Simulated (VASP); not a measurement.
# NaH20ClO10: single point with LDA

NaH20ClO10:

```xyz
32
Lattice="6.3860 0.0000 0.0000 0.0000 6.3860 0.0000 0.0000 0.0000 6.3860" Properties=species:S:1:pos:R:3 pbc="T T T"
O     2.4535    3.8063    2.3161
O     5.3759    2.8368    4.6694
O     6.0683    0.5065    3.4332
O     2.4964   -0.2250    3.5307
O     2.9264    5.4994    6.1824
O     0.3056    1.0267    6.3928
O     6.3789    4.0749    2.2601
O     1.3362    3.7978    4.8123
O     2.9340    1.9572    4.5564
O     4.4974    5.4067    1.7740
H     1.0386    4.0348    2.3157
H     2.9235    3.0726    1.7829
H     4.5990    2.6916    5.1834
H     5.3871    2.2051    3.9725
H     5.3009    0.4422    2.7800
H     6.5963   -0.2940    3.3531
H     2.5555    0.7267    4.0378
H     3.4046   -0.3970    3.2666
H     2.9488    5.7786    5.2542
H     2.3809    4.6929    6.0774
H     0.3954    1.3501    5.4827
H    -0.6871    1.2466    6.5607
H     5.4060    4.8009    1.7692
H     6.1207    3.1834    1.9109
H     1.5690    4.5325    4.1777
H     0.3487    3.6351    4.8573
H     2.2793    2.8119    4.4257
H     3.0773    1.7647    5.5061
H     4.1783    5.7657    0.9567
H     3.0777    4.5087    2.1278
Na    1.4553    6.3239    1.0410
Cl    4.3179    1.7989    1.0042
```

```yaml
Program: VASP 6.6.1
Task: single point
Functional: LDA
Potentials_or_basis: VASP PAW LDA potentials, release 64 (O, H, Na_pv, Cl)
Cutoff: 520 eV
k_mesh: 1 × 1 × 1
Occupations: fermi-dirac, width 0.02 eV
Spin: no spin polarisation
```

```
Pressure               : 5.4 GPa
Largest force          : 3.261 eV/Å
Band gap on the k mesh : 4.19 eV
```

Forces on the atoms (eV/Å):
```
O   -0.578 -2.034 -0.601
O    2.194  2.328  0.635
O   -0.852  1.263 -0.372
O   -1.505  0.204  1.018
O    0.241 -0.167  0.294
O   -1.272  0.911 -1.179
O    0.774 -0.815 -0.281
O    0.954  1.184  0.150
O   -0.631  0.141 -0.429
O    0.784 -0.798  2.512
H   -0.061 -0.271 -0.389
H   -0.497  0.005  0.514
H   -1.528 -0.204  0.887
H    0.100 -1.493 -1.494
H    0.665 -0.651  0.143
H    0.159 -0.630  0.017
H    0.013 -0.008 -0.788
H    1.224 -0.422 -0.906
H    0.080  0.495 -1.223
H   -0.258 -0.883 -0.148
H    0.119  0.123 -0.614
H    1.073 -0.242  0.064
H   -1.150  0.941  0.190
H   -0.134  0.076  0.078
H   -0.138 -0.059  0.232
H   -0.767 -0.528 -0.334
H    0.282 -1.095  0.807
H   -0.167  0.264  0.568
H   -0.419  0.350 -1.768
H    1.851  1.809 -0.101
Na   0.942 -0.743  2.064
Cl  -1.501  0.947  0.453
```

Stress tensor (GPa, compression positive):
```
 5.67 -1.36 -0.85
-1.36  5.19 -0.87
-0.85 -0.87  5.34
```

Levels at points of the mesh, in eV from the valence-band top:
| k point | band 43 | band 44 | band 45 | band 46 | band 47 | band 48 | band 49 | band 50 | band 51 | band 52 |
| --- | --- | --- | --- | --- | --- | --- | --- | --- | --- | --- |
| (0.00, 0.00, 0.00) | -0.91 | -0.76 | -0.61 | -0.54 | 0.00 | 4.19 | 7.26 | 7.46 | 7.71 | 8.11 |

It took 26 s on 1 thread of Intel(R) Xeon(R) Platinum 8375C CPU @ 2.90GHz (Ice Lake), with other jobs on the host, peak memory 0.25 GiB.

Caveat: the k points lie up to 0.98 Å⁻¹ apart.
